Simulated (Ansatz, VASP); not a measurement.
**Two plane-wave programs on RbN**

```
CELL_PARAMETERS angstrom
2.51324 -2.51523 0.00000
2.51324 2.51523 0.00000
0.00000 0.00000 3.56796
ATOMIC_POSITIONS crystal
Rb 0.50000 0.50000 0.00000
N 0.00000 0.00000 0.50000
```

Alike in both runs: functional PBE; k mesh 16 × 16 × 16; occupations gaussian, width 0.1 eV; no spin polarisation.

Ansatz relaxed the structure, and its values are those at the end. VASP's run is a single point on that final structure, the one shown.

```csv
,VASP,Ansatz
version,VASP 6.6.1,Ansatz 0.2.0
potentials or method,"VASP PAW PBE potentials, release 64 (Rb_sv, N), cutoff 520 eV","scalar-relativistic, plane waves, PAW"
valence electrons in the cell,14,14
```

VASP gave:

```
gap on the k mesh at the Fermi level (eV) : none
pressure (GPa)                            : 0.1
```

Estimate Ansatz's values.

gap on the k mesh at the Fermi level (eV): none; pressure (GPa): 0.0.

A gap of «none» marks a metal or a gap that the smearing closes.
